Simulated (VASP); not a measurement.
Write the native input for VASP 6.6.1 that does the following.

| Item | Value |
| --- | --- |
| Task | single point |
| Functional | r2SCAN |
| Potentials or basis | VASP PAW PBE potentials, release 64 (K_sv, Cl) |
| Cutoff | 550 eV |
| k mesh | 7 × 7 × 7 |
| Occupations | fermi-dirac, width 0.05 eV |
| Spin | no spin polarisation |
| Dipole correction | no |
| Further INCAR settings | ALGO = Normal; EDIFF = 1e-06; NBANDS = 15 |

KCl:

```xyz
2
Lattice="0.0000 3.1218 3.1218 3.1218 0.0000 3.1218 3.1218 3.1218 0.0000" Properties=species:S:1:pos:R:3 pbc="T T T"
K     0.0000    0.0000    0.0000
Cl    3.1218    3.1218    3.1218
```

The input as run:

POSCAR

```
KCl
1.0
    0.0000000000      3.1218170000      3.1218170000
    3.1218170000      0.0000000000      3.1218170000
    3.1218170000      3.1218170000      0.0000000000
K Cl
1 1
Direct
    0.0000000000      0.0000000000      0.0000000000
    0.5000000000      0.5000000000      0.5000000000
```

INCAR.step1

```
SYSTEM = KCl
  ALGO = Normal
  EDIFF = 1E-5
  ENCUT = 550
  GGA = PE
  GGA_COMPAT = .FALSE.
  ISMEAR = -1
  LASPH = .TRUE.
  LCHARG = .FALSE.
  LREAL = .FALSE.
  LWAVE = .TRUE.
  NBANDS = 15
  NELM = 120
  PREC = Accurate
  SIGMA = 0.05
```

INCAR.step2

```
SYSTEM = KCl
  ALGO = Normal
  EDIFF = 1E-6
  ENCUT = 550
  GGA_COMPAT = .FALSE.
  ISIF = 2
  ISMEAR = -1
  ISTART = 1
  LASPH = .TRUE.
  LCHARG = .FALSE.
  LMIXTAU = .TRUE.
  LREAL = .FALSE.
  LWAVE = .FALSE.
  METAGGA = R2SCAN
  NBANDS = 15
  NELM = 120
  PREC = Accurate
  SIGMA = 0.05
```

KPOINTS

```
k-points
0
G
  7 7 7
  0 0 0
```

Potentials or basis: VASP PAW PBE potentials, release 64 (K_sv, Cl).

The run is started by

```sh
$ cat potpaw_PBE.64/K_sv/POTCAR potpaw_PBE.64/Cl/POTCAR > POTCAR
$ cp INCAR.step1 INCAR
$ mpirun -np 1 vasp_std > vasp.out
$ cp INCAR.step2 INCAR
$ mpirun -np 1 vasp_std > vasp.out
```

Results of the run:

```
Pressure               : 0.5 GPa
Band gap on the k mesh : 5.91 eV, direct
```

Caveat: the PAW data sets were made with another functional, which shifts forces and pressure a little.

Run time: 2.9 min on 1 thread of Intel Xeon 8259CL, on a shared host, peak memory 0.22 GiB.
